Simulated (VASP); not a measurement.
# Hf (I4/mmm) in VASP: notebook

The runs below take Hf through single point, with PBEsol.

Program: VASP 6.6.1. These are calculated values, not measurements. Logs are shortened: lines on timing, memory, paths and dates and some standing lists are left out, and cuts for length are marked.

## (1) The cell of the first run

Symmetry: I4/mmm, No. 139, tetragonal system. Conventional cell: a = 3.520 Å, b = 3.520 Å, c = 3.791 Å, α = 90.00°, β = 90.00°, γ = 90.00°. Hf (site symmetry 4/mmm) has 14 Hf at 3.13 to 3.79 Å within 4.1 Å.

## (2) Single point, PBEsol (strain -0.025 along x and y, +0.050 along z)

The input, INCAR:

```
SYSTEM = Hf
PREC = Accurate
ENCUT = 520
EDIFF = 1E-7
ISMEAR = 0
SIGMA = 0.15
LREAL = .False.
LASPH = .True.
NELM = 60
ALGO = Fast
ISIF = 2
LWAVE = .False.
LCHARG = .False.
GGA = PS
NBANDS = 11
```

The input, KPOINTS:

```
Automatic mesh
0
Gamma
  18 18 18
  0 0 0
```

The input, POSCAR:

```
Hf
1.0
   -1.7598750000      1.7598750000      1.8952500000
    1.7598750000     -1.7598750000      1.8952500000
    1.7598750000      1.7598750000     -1.8952500000
Hf
1
Direct
    0.0000000000      0.0000000000      0.0000000000
```

Potentials or basis: VASP PAW PBE potentials, release 64 (Hf_pv).

Run with:

```sh
cat potpaw_PBE.64/Hf_pv/POTCAR > POTCAR
mpirun -np 1 vasp_std > vasp.out
```

OUTCAR:

```text
SYSTEM = Hf
   PREC = Accurate
   ENCUT = 520
   EDIFF = 1E-7
   ISMEAR = 0
   LREAL = .False.
   LASPH = .True.
   NELM = 60
   ISIF = 2
   GGA = PS

 ion  position               nearest neighbor table
   1  0.000  0.000  0.000-

  LATTYP: Found a body centered tetragonal cell.
 ALAT       =     3.5197500000
 C/A-ratio  =     1.0769230769

  Lattice vectors:

 A1 = (  -1.7598750000,   1.7598750000,   1.8952500000)
 A2 = (   1.7598750000,  -1.7598750000,   1.8952500000)
 A3 = (   1.7598750000,   1.7598750000,  -1.8952500000)

Analysis of symmetry for initial positions (statically):
=====================================================================
 Subroutine PRICEL returns:
 Original cell was already a primitive cell.

 Routine SETGRP: Setting up the symmetry group for a
 body centered tetragonal supercell.

 Subroutine GETGRP returns: Found 16 space group operations
 (whereof 16 operations were pure point group operations)
 out of a pool of 16 trial point group operations.

The static configuration has the point symmetry D_4h.

Analysis of symmetry for dynamics (positions and initial velocities):
=====================================================================
 Subroutine PRICEL returns:
 Original cell was already a primitive cell.

 Routine SETGRP: Setting up the symmetry group for a
 body centered tetragonal supercell.

 Subroutine GETGRP returns: Found 16 space group operations
 (whereof 16 operations were pure point group operations)
 out of a pool of 16 trial point group operations.

The dynamic configuration has the point symmetry D_4h.

 Subroutine INISYM returns: Found 16 space group operations
 (whereof 16 operations are pure point group operations),
 and found     1 'primitive' translations

----------------------------------------------------------------------------------------

                                     Primitive cell

  volume of cell :      23.4796

  direct lattice vectors                    reciprocal lattice vectors
    -1.759875000  1.759875000  1.895250000     0.000000000  0.284111087  0.263817438
     1.759875000 -1.759875000  1.895250000     0.284111087  0.000000000  0.263817438
     1.759875000  1.759875000 -1.895250000     0.284111087  0.284111087  0.000000000

  length of vectors
     3.128305067  3.128305067  3.128305067     0.387709622  0.387709622  0.401793753

  position of ions in fractional coordinates (direct lattice)
     0.000000000  0.000000000  0.000000000

  ion indices of the primitive-cell ions
   primitive index   ion index
                 1           1

----------------------------------------------------------------------------------------

 KPOINTS: Automatic mesh

Automatic generation of k-mesh.
 Grid dimensions read from file:
 generate k-points for:   18   18   18

 Generating k-lattice:

  Cartesian coordinates                     Fractional coordinates (reciprocal lattice)
     0.000000000  0.015783949  0.014656524     0.055555556 -0.000000000  0.000000000
     0.015783949  0.000000000  0.014656524    -0.000000000  0.055555556  0.000000000
     0.015783949  0.015783949  0.000000000     0.000000000  0.000000000  0.055555556

  Length of vectors
     0.021539423  0.021539423  0.022321875

  Shift w.r.t. Gamma in fractional coordinates (k-lattice)
     0.000000000  0.000000000  0.000000000

 Subroutine IBZKPT returns following result:
 ===========================================

 Found    480 irreducible k-points:

 Following reciprocal coordinates:
            Coordinates               Weight
  0.000000  0.000000  0.000000      1.000000
  0.055556  0.000000  0.000000      8.000000
  0.111111  0.000000  0.000000      8.000000
  0.166667  0.000000  0.000000      8.000000
  0.222222  0.000000  0.000000      8.000000
  0.277778  0.000000  0.000000      8.000000
[... 16 lines left out ...]
 -0.277778  0.055556  0.000000     16.000000
 -0.222222  0.055556  0.000000     16.000000
 [... further k-points ...]
   k-points           NKPTS =    480   k-points in BZ     NKDIM =    480   number of bands    NBANDS=     11
   number of dos      NEDOS =    301   number of ions     NIONS =      1
   total plane-waves  NPLWV =  13824
   dimension x,y,z NGX =    24 NGY =   24 NGZ =   24
   dimension x,y,z NGXF=    48 NGYF=   48 NGZF=   48
   ions per type =               1
   NGX,Y,Z   is equivalent  to a cutoff of  12.75, 12.75, 12.75 a.u.
   NGXF,Y,Z  is equivalent  to a cutoff of  25.51, 25.51, 25.51 a.u.
 SYSTEM =  Hf
   PREC   = accura    normal or accurate (medium, high low for compatibility)
   ISTART =      0    job   : 0-new  1-cont  2-samecut
   ICHARG =      2    charge: 1-file 2-atom 10-const
   ISPIN  =      1    spin polarized calculation?
   LNONCOLLINEAR =      F non collinear calculations
   LSORBIT =      F    spin-orbit coupling
   LASPH  =      T    aspherical Exc in radial PAW
   ENCUT  =  520.0 eV  38.22 Ry    6.18 a.u.   5.82  5.82  5.82*2*pi/ulx,y,z
   NELM   =     60;   NELMIN=  2; NELMDL= -5     # of ELM steps
   EDIFF  = 0.1E-06   stopping-criterion for ELM
   LREAL  =      F    real-space projection
   EDIFFG = 0.1E-05   stopping-criterion for IOM
   NSW    =      0    number of steps for IOM
   IBRION =     -1    ionic relax: 0-MD 1-quasi-New 2-CG
   NFREE  =      0    steps in history (QN), initial steepest desc. (CG)
   ISIF   =      2    stress and relaxation
   ISYM   =      2    0-nonsym 1-usesym 2-fastsym
   POTIM  = 0.5000    time-step for ionic-motion
   TEBEG  =    0.0;   TEEND  =   0.0 temperature during run
   PSTRESS=    0.0 pullay stress
   NELECT =      10.0000    total number of electrons
   NUPDOWN=      -1.0000    fix difference up-down
   EMIN   =  10.00;   EMAX   =-10.00  energy-range for DOS
   EFERMI =   0.00;   METHOD = LEGACY
   ISMEAR =     0;   SIGMA  =   0.15  broadening in eV -4-tet -1-fermi 0-gaus
   EFERMI_NEDOS =   21; number of points for ismear=-14 and -15
   IALGO  =     68    algorithm
   IMIX   =      4    mixing-type and parameters
     AMIX     =   0.40;   BMIX     =  1.00
     AMIX_MAG =   1.60;   BMIX_MAG =  1.00
  volume/ion in A,a.u.               =      23.48       158.45
  Fermi-wavevector in a.u.,A,eV,Ry     =   1.231718  2.327610 20.641812  1.517130
  Thomas-Fermi vector in A             =   2.366517
   LORBIT       =      0    0 simple, 1 ext, 2 COOP (PROOUT), +10 PAW based schemes
   GGA     = PS    functional components
   LHFCALC =     F    Hartree Fock is set to
   AEXX    =    0.0000 exact exchange contribution
   IVDW    =     0    specifies the selected vdW correction
   LEPSILON=     F    determine dielectric tensor
   LRPA    =     F    only Hartree local field effects (RPA)
 non-spin polarized calculation
 RMM-DIIS sequential band-by-band and
 Gauss-broadening in eV      SIGMA  =   0.15
  energy-cutoff  :      520.00
  volume of cell :       23.48
 maximum number of plane-waves:       652
   NGX = 11   NGY = 11   NGZ = 11

 number of electron      10.0000000 magnetization

 number of electron       9.9999998 magnetization

 Free energy of the ion-electron system (eV)
  ---------------------------------------------------
  ext. energy  EPLUGINS =         0.00000000
  ---------------------------------------------------
  free energy    TOTEN  =       -10.28630322 eV

  energy without entropy =      -10.26148962  energy(sigma->0) =      -10.27389642

 E-fermi :   4.1235     XC(G=0): -11.1732

 val. band max:        4.1223292020   @ k =  -0.2778  -0.4444   0.1111
 cond. band min:       4.1262881473   @ k =  -0.3889   0.1667   0.1111
 fundamental gap:      0.0039589453
 Fermi energy:         4.1235041970

 k-point     1 :       0.0000    0.0000    0.0000
  band No.  band energies     occupation
      1     -25.8795      2.00000
      2     -25.8795      2.00000
      3     -25.8793      2.00000
      4      -2.7852      2.00000
      5       5.3653      0.00000
      6       5.3653      0.00000
      7       6.0974      0.00000
      8       7.6732      0.00000
      9       8.6687      0.00000
     10      16.5203      0.00000
     11      17.5991      0.00000

 k-point     2 :       0.0556    0.0000    0.0000
  band No.  band energies     occupation
      1     -25.9019      2.00000
      2     -25.8860      2.00000
      3     -25.8793      2.00000
      4      -2.6791      2.00000
      5       5.3431      0.00000
      6       5.3848      0.00000
      7       6.1099      0.00000
      8       7.5965      0.00000
      9       8.6181      0.00000
     10      16.7342      0.00000
     11      17.7722      0.00000

 k-point     3 :       0.1111    0.0000    0.0000
  band No.  band energies     occupation
      1     -25.9662      2.00000
      2     -25.9046      2.00000
      3     -25.8791      2.00000
      4      -2.3688      2.00000
      5       5.2477      0.00000
      6       5.3443      0.00000
      7       6.2607      0.00000
      8       7.4290      0.00000
      9       8.5167      0.00000
     10      17.2082      0.00000
     11      18.2108      0.00000

 k-point     4 :       0.1667    0.0000    0.0000
  band No.  band energies     occupation
      1     -26.0633      2.00000
      2     -25.9331      2.00000
      3     -25.8788      2.00000
      4      -1.8796      2.00000
      5       5.0285      0.00000
      6       5.1496      0.00000
      7       6.6778      0.00000
      8       7.3211      0.00000
      9       8.4363      0.00000
     10      17.4870      0.00000
     11      18.4674      0.00000
[... 239 lines left out ...]
 k-point    22 :      -0.3333    0.0556    0.0000
  band No.  band energies     occupation
      1     -26.3645      2.00000
      2     -26.0243      2.00000
      3     -25.8893      2.00000
      4      -0.1462      2.00000
      5       4.2824      0.13416
      6       4.4241      0.00460
      7       7.4221      0.00000
      8       8.6029      0.00000
      9       8.7832      0.00000
     10      16.0271      0.00000
     11      16.5513      0.00000

 k-point    23 :      -0.2778    0.0556    0.0000
  band No.  band energies     occupation
      1     -26.2504      2.00000
      2     -25.9865      2.00000
      3     -25.8897      2.00000
      4      -0.8180      2.00000
      5       4.4813      0.00074
      6       4.7088      0.00000
      7       7.3469      0.00000
      8       7.7542      0.00000
      9       8.5705      0.00000
     10      17.0107      0.00000
     11      17.7236      0.00000

 k-point    24 :      -0.2222    0.0556    0.0000
  band No.  band energies     occupation
      1     -26.1334      2.00000
      2     -25.9487      2.00000
      3     -25.8897      2.00000
      4      -1.4822      2.00000
      5       4.7625      0.00000
      6       5.0319      0.00000
      7       6.9935      0.00000
      8       7.3495      0.00000
      9       8.4487      0.00000
     10      17.6124      0.00000
     11      18.4132      0.00000

 [... further k-points ...]
[... 5 lines left out ...]
  --------------------------------------------------------------------------------------
  -------------------------------------------------------------------------------------
  Total       -1.4596283     -1.4596283     -1.0184205      0.0000000      0.0000000      0.0000000
  in kB      -99.6007726    -99.6007726    -69.4940394      0.0000000      0.0000000      0.0000000
  external PRESSURE =     -89.5651948 kB  Pullay stress =       0.0000000 kB

 VOLUME and BASIS-vectors are now :
 -----------------------------------------------------------------------------
  energy-cutoff  :      520.00
  volume of cell :       23.48
      direct lattice vectors                 reciprocal lattice vectors
    -1.759875000  1.759875000  1.895250000     0.000000000  0.284111087  0.263817438
     1.759875000 -1.759875000  1.895250000     0.284111087  0.000000000  0.263817438
     1.759875000  1.759875000 -1.895250000     0.284111087  0.284111087  0.000000000

 POSITION                                       TOTAL-FORCE (eV/Angst)
 -----------------------------------------------------------------------------------
      0.00000      0.00000      0.00000        -0.000000      0.000000     -0.000000
 -----------------------------------------------------------------------------------
    total drift:                                0.000000      0.000000      0.000000

  FREE ENERGIE OF THE ION-ELECTRON SYSTEM (eV)
  ---------------------------------------------------
  free  energy   TOTEN  =       -10.2863032161 eV

  energy  without entropy=      -10.2614896247  energy(sigma->0) =      -10.27389642
```

Run time: 37 s. Hardware: 1 thread of Intel Xeon 6975P-C (Granite Rapids), shared host; peak memory 0.24 GiB.

Results:

```yaml
Free_energy: -10.2863 eV
Pressure: -9.0 GPa
Band_gap_on_the_k_mesh: zero (bands 5 and 6 overlap by 2.02 eV)
```

Caveat: the cell differs from its parent crystal (strain -0.025 along x and y, +0.050 along z); the cell stands under tension; the PAW data sets were made with another functional, which shifts forces and pressure a little; spin-orbit coupling is left out, which moves the levels of the heavy elements.

## (3) Single point, PBEsol (strain +0.025 along x and y, -0.050 along z)

The input, INCAR:

```
  PREC = Accurate
  ENCUT = 520
  EDIFF = 1E-7
  ISMEAR = 0
  SIGMA = 0.15
  LREAL = False
  LASPH = True
  NELM = 100
  ALGO = Fast
  ISIF = 2
  LWAVE = False
  LCHARG = True
  GGA = PS
  LELF = True
  LVHAR = True
  NBANDS = 11
```

The input, KPOINTS:

```
Automatic mesh
0
Gamma
  18 18 18
```

The input, POSCAR:

```
Hf
1.0
   -1.8501250000      1.8501250000      1.7147500000
    1.8501250000     -1.8501250000      1.7147500000
    1.8501250000      1.8501250000     -1.7147500000
Hf
1
Direct
    0.0000000000      0.0000000000      0.0000000000
```

Potentials or basis: VASP PAW PBE potentials, release 64 (Hf_pv).

Run with:

```sh
cat potpaw_PBE.64/Hf_pv/POTCAR > POTCAR
mpirun -np 1 vasp_std > vasp.out
```

It took 36 s on 1 thread of Intel Xeon 6975P-C (Granite Rapids), shared host; peak memory 0.23 GiB.

Results (log left out):

```
Free energy            : -10.2903 eV
Pressure               : -9.0 GPa
Band gap on the k mesh : zero (bands 5 and 6 overlap by 2.00 eV)
```

Stress tensor (GPa, compression positive):
```
 -7.76   0.00   0.00
  0.00  -7.76   0.00
  0.00   0.00 -11.58
```

Levels at points of the mesh, in eV from the Fermi level:
| k point | band 3 | band 4 | band 5 | band 6 | band 7 | band 8 |
| --- | --- | --- | --- | --- | --- | --- |
| (0.00, 0.00, 0.00) | -29.99 | -6.91 | 0.94 | 1.77 | 1.77 | 3.49 |
| (0.50, 0.00, 0.00) | -30.02 | -3.21 | -0.71 | 1.07 | 3.97 | 5.35 |
| (0.50, 0.50, 0.00) | -29.98 | -3.36 | 0.15 | 0.62 | 3.20 | 4.51 |
| (0.50, 0.50, 0.50) | -30.41 | -2.48 | -2.31 | 6.26 | 6.26 | 6.33 |

Caveat: the cell differs from its parent crystal (strain +0.025 along x and y, -0.050 along z); the cell stands under tension; the PAW data sets were made with another functional, which shifts forces and pressure a little; spin-orbit coupling is left out, which moves the levels of the heavy elements.
